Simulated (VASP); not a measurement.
# F (Cmce) in VASP: a series of runs

F is run at these levels: PBEsol; tasks: single point.

All numbers are computed with VASP 6.6.1; they aren't measurements. Logs are shortened: lines on timing, memory, paths and dates and some standing lists are left out, and cuts for length are marked.

**1. The cell of the first run**

Symmetry: Cmce, No. 64, orthorhombic system. Conventional cell: a = 6.655 Å, b = 4.435 Å, c = 6.376 Å, α = 90.00°, β = 90.00°, γ = 90.00°. Within 1.9 Å of F (site symmetry m) lie 1 F at 1.45 Å.

**2. Single point, PBEsol (strain -0.0600 x Voigt [1, -1, 0, 0, 0, 0])**

File INCAR:

```
SYSTEM = F
PREC = Accurate
ENCUT = 520
EDIFF = 1E-6
ISMEAR = 0
SIGMA = 0.05
LREAL = .FALSE.
LASPH = .TRUE.
NELM = 100
ALGO = Normal
ISIF = 2
LWAVE = .FALSE.
LCHARG = .FALSE.
GGA = PS
NBANDS = 22
```

File KPOINTS:

```
regular mesh
0
G
  6 6 4
  0 0 0
```

File POSCAR:

```
F
1.0
    3.3277109200     -2.2174150600      0.0000000000
    3.3277109200      2.2174150600      0.0000000000
    0.0000000000      0.0000000000      6.3757260000
F
4
Direct
    0.9125420000      0.0874580000      0.0960130000
    0.5874580000      0.4125420000      0.5960130000
    0.4125420000      0.5874580000      0.4039870000
    0.0874580000      0.9125420000      0.9039870000
```

Potentials or basis: VASP PAW PBE potentials, release 64 (F).

The run is started by

```sh
$ cat potpaw_PBE.64/F/POTCAR > POTCAR
$ mpirun -np 1 vasp_std > vasp.out
```

OUTCAR:

```text
SYSTEM = F
   PREC = Accurate
   ENCUT = 520
   EDIFF = 1E-6
   ISMEAR = 0
   LREAL = .FALSE.
   LASPH = .TRUE.
   NELM = 100
   ISIF = 2
   GGA = PS

 ion  position               nearest neighbor table
   1  0.913  0.087  0.096-   4 1.45
   2  0.587  0.413  0.596-   3 1.45
   3  0.413  0.587  0.404-   2 1.45
   4  0.087  0.913  0.904-   1 1.45

  LATTYP: Found a base centered orthorhombic cell.
 ALAT       =     4.4348301200
 B/A-ratio  =     1.5007162980
 C/A-ratio  =     1.4376483039

  Lattice vectors:

 A1 = (  -3.3277109200,  -2.2174150600,   0.0000000000)
 A2 = (   3.3277109200,  -2.2174150600,   0.0000000000)
 A3 = (   0.0000000000,   0.0000000000,   6.3757260000)

Analysis of symmetry for initial positions (statically):
=====================================================================
 Subroutine PRICEL returns:
 Original cell was already a primitive cell.

 Routine SETGRP: Setting up the symmetry group for a
 base centered orthorhombic supercell.

 Subroutine GETGRP returns: Found  8 space group operations
 (whereof  4 operations were pure point group operations)
 out of a pool of  8 trial point group operations.

The static configuration has the point symmetry C_2h.
 The point group associated with its full space group is D_2h.

Analysis of symmetry for dynamics (positions and initial velocities):
=====================================================================
 Subroutine PRICEL returns:
 Original cell was already a primitive cell.

 Routine SETGRP: Setting up the symmetry group for a
 base centered orthorhombic supercell.

 Subroutine GETGRP returns: Found  8 space group operations
 (whereof  4 operations were pure point group operations)
 out of a pool of  8 trial point group operations.

The dynamic configuration has the point symmetry C_2h.
 The point group associated with its full space group is D_2h.

 Subroutine INISYM returns: Found  8 space group operations
 (whereof  4 operations are pure point group operations),
 and found     1 'primitive' translations

----------------------------------------------------------------------------------------

                                     Primitive cell

  volume of cell :      94.0919

  direct lattice vectors                    reciprocal lattice vectors
     3.327710920 -2.217415060  0.000000000     0.150253436 -0.225487780  0.000000000
     3.327710920  2.217415060  0.000000000     0.150253436  0.225487780  0.000000000
     0.000000000  0.000000000  6.375726000     0.000000000  0.000000000  0.156844883

  length of vectors
     3.998823516  3.998823516  6.375726000     0.270962791  0.270962791  0.156844883

  position of ions in fractional coordinates (direct lattice)
     0.912542000  0.087458000  0.096013000
     0.587458000  0.412542000  0.596013000
     0.412542000  0.587458000  0.403987000
     0.087458000  0.912542000  0.903987000

  ion indices of the primitive-cell ions
   primitive index   ion index
                 1           1
                 2           2
                 3           3
                 4           4

----------------------------------------------------------------------------------------

 KPOINTS: regular mesh

Automatic generation of k-mesh.
 Grid dimensions read from file:
 generate k-points for:    6    6    4

 Generating k-lattice:

  Cartesian coordinates                     Fractional coordinates (reciprocal lattice)
     0.025042239 -0.037581297  0.000000000     0.166666667  0.000000000  0.000000000
     0.025042239  0.037581297  0.000000000     0.000000000  0.166666667  0.000000000
     0.000000000  0.000000000  0.039211221     0.000000000  0.000000000  0.250000000

  Length of vectors
     0.045160465  0.045160465  0.039211221

  Shift w.r.t. Gamma in fractional coordinates (k-lattice)
     0.000000000  0.000000000  0.000000000

 Subroutine IBZKPT returns following result:
 ===========================================

 Found     39 irreducible k-points:

 Following reciprocal coordinates:
            Coordinates               Weight
  0.000000  0.000000  0.000000      1.000000
  0.166667 -0.000000  0.000000      4.000000
  0.333333 -0.000000  0.000000      4.000000
  0.500000 -0.000000  0.000000      2.000000
  0.166667  0.166667  0.000000      2.000000
  0.333333  0.166667  0.000000      4.000000
[... 16 lines left out ...]
  0.333333  0.333333  0.250000      4.000000
  0.500000  0.333333  0.250000      8.000000
 [... further k-points ...]
   k-points           NKPTS =     39   k-points in BZ     NKDIM =     39   number of bands    NBANDS=     22
   number of dos      NEDOS =    301   number of ions     NIONS =      4
   total plane-waves  NPLWV =  43200
   dimension x,y,z NGX =    30 NGY =   30 NGZ =   48
   dimension x,y,z NGXF=    60 NGYF=   60 NGZF=   96
   ions per type =               4
   NGX,Y,Z   is equivalent  to a cutoff of  12.47, 12.47, 12.52 a.u.
   NGXF,Y,Z  is equivalent  to a cutoff of  24.94, 24.94, 25.03 a.u.
 SYSTEM =  F
   PREC   = accura    normal or accurate (medium, high low for compatibility)
   ISTART =      0    job   : 0-new  1-cont  2-samecut
   ICHARG =      2    charge: 1-file 2-atom 10-const
   ISPIN  =      1    spin polarized calculation?
   LNONCOLLINEAR =      F non collinear calculations
   LSORBIT =      F    spin-orbit coupling
   LASPH  =      T    aspherical Exc in radial PAW
   ENCUT  =  520.0 eV  38.22 Ry    6.18 a.u.   7.44  7.44 11.85*2*pi/ulx,y,z
   NELM   =    100;   NELMIN=  2; NELMDL= -5     # of ELM steps
   EDIFF  = 0.1E-05   stopping-criterion for ELM
   LREAL  =      F    real-space projection
   EDIFFG = 0.1E-04   stopping-criterion for IOM
   NSW    =      0    number of steps for IOM
   IBRION =     -1    ionic relax: 0-MD 1-quasi-New 2-CG
   NFREE  =      0    steps in history (QN), initial steepest desc. (CG)
   ISIF   =      2    stress and relaxation
   ISYM   =      2    0-nonsym 1-usesym 2-fastsym
   POTIM  = 0.5000    time-step for ionic-motion
   TEBEG  =    0.0;   TEEND  =   0.0 temperature during run
   PSTRESS=    0.0 pullay stress
   NELECT =      28.0000    total number of electrons
   NUPDOWN=      -1.0000    fix difference up-down
   EMIN   =  10.00;   EMAX   =-10.00  energy-range for DOS
   EFERMI =   0.00;   METHOD = LEGACY
   ISMEAR =     0;   SIGMA  =   0.05  broadening in eV -4-tet -1-fermi 0-gaus
   EFERMI_NEDOS =   21; number of points for ismear=-14 and -15
   IALGO  =     38    algorithm
   IMIX   =      4    mixing-type and parameters
     AMIX     =   0.40;   BMIX     =  1.00
     AMIX_MAG =   1.60;   BMIX_MAG =  1.00
  volume/ion in A,a.u.               =      23.52       158.74
  Fermi-wavevector in a.u.,A,eV,Ry     =   1.092975  2.065423 16.253433  1.194594
  Thomas-Fermi vector in A             =   2.229251
   LORBIT       =      0    0 simple, 1 ext, 2 COOP (PROOUT), +10 PAW based schemes
   GGA     = PS    functional components
   LHFCALC =     F    Hartree Fock is set to
   AEXX    =    0.0000 exact exchange contribution
   IVDW    =     0    specifies the selected vdW correction
   LEPSILON=     F    determine dielectric tensor
   LRPA    =     F    only Hartree local field effects (RPA)
 non-spin polarized calculation
 Gauss-broadening in eV      SIGMA  =   0.05
  energy-cutoff  :      520.00
  volume of cell :       94.09
 maximum number of plane-waves:      2558
 NGX is ok and might be reduce to    30
   NGX = 15   NGY = 15   NGZ = 23

 number of electron      27.9999982 magnetization

 Free energy of the ion-electron system (eV)
  ---------------------------------------------------
  ext. energy  EPLUGINS =         0.00000000
  ---------------------------------------------------
  free energy    TOTEN  =        -7.74122317 eV

  energy without entropy =       -7.74122317  energy(sigma->0) =       -7.74122317

 E-fermi :  -6.3698     XC(G=0):  -5.9724

 val. band max:       -6.6898145938   @ k =   0.5000   0.5000   0.0000
 cond. band min:      -3.8981650896   @ k =   0.0000   0.0000   0.0000
 fundamental gap:      2.7916495042
 Fermi energy:        -6.3697980967

 k-point     1 :       0.0000    0.0000    0.0000
  band No.  band energies     occupation
      1     -30.8525      2.00000
      2     -30.7839      2.00000
      3     -25.1389      2.00000
      4     -25.0041      2.00000
      5     -12.7045      2.00000
      6     -12.4791      2.00000
[... 14 lines left out ...]
     21      11.2133      0.00000
     22      12.3682      0.00000

 k-point     2 :       0.1667   -0.0000    0.0000
  band No.  band energies     occupation
      1     -30.8461      2.00000
      2     -30.7865      2.00000
      3     -25.1303      2.00000
      4     -25.0140      2.00000
      5     -12.6935      2.00000
      6     -12.4963      2.00000
[... 14 lines left out ...]
     21      10.9687      0.00000
     22      11.1451      0.00000

 k-point     3 :       0.3333   -0.0000    0.0000
  band No.  band energies     occupation
      1     -30.8299      2.00000
      2     -30.7951      2.00000
      3     -25.1073      2.00000
      4     -25.0402      2.00000
      5     -12.6594      2.00000
      6     -12.5431      2.00000
[... 14 lines left out ...]
     21       9.1949      0.00000
     22       9.3037      0.00000

 k-point     4 :       0.5000   -0.0000    0.0000
  band No.  band energies     occupation
      1     -30.8105      2.00000
      2     -30.8105      2.00000
      3     -25.0745      2.00000
      4     -25.0745      2.00000
      5     -12.6045      2.00000
      6     -12.6045      2.00000
[... 14 lines left out ...]
     21       7.8095      0.00000
     22       7.8095      0.00000

 k-point     5 :       0.1667    0.1667    0.0000
  band No.  band energies     occupation
      1     -30.8490      2.00000
      2     -30.7823      2.00000
      3     -25.1361      2.00000
      4     -25.0061      2.00000
      5     -12.6967      2.00000
      6     -12.4843      2.00000
[... 14 lines left out ...]
     21      10.0116      0.00000
     22      10.0384      0.00000

 k-point     6 :       0.3333    0.1667    0.0000
  band No.  band energies     occupation
      1     -30.8407      2.00000
      2     -30.7843      2.00000
      3     -25.1259      2.00000
      4     -25.0176      2.00000
      5     -12.6796      2.00000
      6     -12.5060      2.00000
[... 14 lines left out ...]
     21       8.7522      0.00000
     22      10.2116      0.00000

 k-point     7 :       0.5000    0.1667    0.0000
  band No.  band energies     occupation
      1     -30.8251      2.00000
      2     -30.7946      2.00000
      3     -25.1022      2.00000
      4     -25.0445      2.00000
      5     -12.6432      2.00000
      6     -12.5562      2.00000
[... 324 lines left out ...]
      6     -12.5631      2.00000
[... 14 lines left out ...]
     21       8.6883      0.00000
     22       9.3259      0.00000

 k-point    21 :      -0.3333    0.1667    0.2500
  band No.  band energies     occupation
      1     -30.8119      2.00000
      2     -30.8093      2.00000
      3     -25.0775      2.00000
      4     -25.0718      2.00000
      5     -12.6053      2.00000
      6     -12.5867      2.00000
[... 14 lines left out ...]
     21       8.2316      0.00000
     22       9.7371      0.00000

 k-point    22 :      -0.1667    0.1667    0.2500
  band No.  band energies     occupation
      1     -30.8269      2.00000
      2     -30.8008      2.00000
      3     -25.0996      2.00000
      4     -25.0486      2.00000
      5     -12.6435      2.00000
      6     -12.5501      2.00000
[... 14 lines left out ...]
     21       8.9528      0.00000
     22      10.1744      0.00000

 k-point    23 :       0.3333    0.3333    0.2500
  band No.  band energies     occupation
      1     -30.8326      2.00000
      2     -30.7882      2.00000
      3     -25.1127      2.00000
      4     -25.0274      2.00000
      5     -12.6564      2.00000
      6     -12.5257      2.00000
[... 14 lines left out ...]
     21       9.0274      0.00000
     22       9.6925      0.00000

 k-point    24 :       0.5000    0.3333    0.2500
  band No.  band energies     occupation
      1     -30.8273      2.00000
      2     -30.7897      2.00000
      3     -25.1064      2.00000
      4     -25.0355      2.00000
      5     -12.6438      2.00000
      6     -12.5380      2.00000
[... 14 lines left out ...]
     21       8.7307      0.00000
     22       9.3237      0.00000

 [... further k-points ...]

------------------------ aborting loop because EDIFF is reached ----------------------------------------

  FORCE on cell =-STRESS in cart. coord.  units (eV):
  Direction    XX          YY          ZZ          XY          YZ          ZX
  --------------------------------------------------------------------------------------
  -------------------------------------------------------------------------------------
  Total       -0.2852607     -1.3766790     -2.7674297      0.0000000      0.0000000      0.0000000
  in kB       -4.8573604    -23.4418052    -47.1232199      0.0000000      0.0000000      0.0000000
  external PRESSURE =     -25.1407952 kB  Pullay stress =       0.0000000 kB

 VOLUME and BASIS-vectors are now :
 -----------------------------------------------------------------------------
  energy-cutoff  :      520.00
  volume of cell :       94.09
      direct lattice vectors                 reciprocal lattice vectors
     3.327710920 -2.217415060  0.000000000     0.150253436 -0.225487780  0.000000000
     3.327710920  2.217415060  0.000000000     0.150253436  0.225487780  0.000000000
     0.000000000  0.000000000  6.375726000     0.000000000  0.000000000  0.156844883

 POSITION                                       TOTAL-FORCE (eV/Angst)
 -----------------------------------------------------------------------------------
      3.32771     -1.82955      0.61215         0.000000     -0.652473     -1.024104
      3.32771     -0.38786      3.80002         0.000000      0.652473     -1.024104
      3.32771      0.38786      2.57571         0.000000     -0.652473      1.024104
      3.32771      1.82955      5.76357         0.000000      0.652473      1.024104
 -----------------------------------------------------------------------------------
    total drift:                               -0.000000     -0.000000     -0.000000

  FREE ENERGIE OF THE ION-ELECTRON SYSTEM (eV)
  ---------------------------------------------------
  free  energy   TOTEN  =        -7.7412231704 eV

  energy  without entropy=       -7.7412231704  energy(sigma->0) =       -7.74122317
```

Run time: 28 s. Hardware: 1 thread of Intel Xeon 6975P-C (Granite Rapids), shared host; peak memory 0.21 GiB.

Results:

```yaml
Free_energy: -7.7412 eV
Pressure: -2.5 GPa
Largest_force: 1.214 eV/Å
Band_gap_on_the_k_mesh: 2.79 eV (least direct gap 2.80 eV)
```

Forces on the atoms (eV/Å):
```
F    0.000 -0.652 -1.024
F    0.000  0.652 -1.024
F    0.000 -0.652  1.024
F    0.000  0.652  1.024
```

Caveat: the cell differs from its parent crystal (strain -0.0600 x Voigt [1, -1, 0, 0, 0, 0]); the PAW data sets were made with another functional, which shifts forces and pressure a little. A k mesh can miss the band edges.

[end of part 1 of 2]
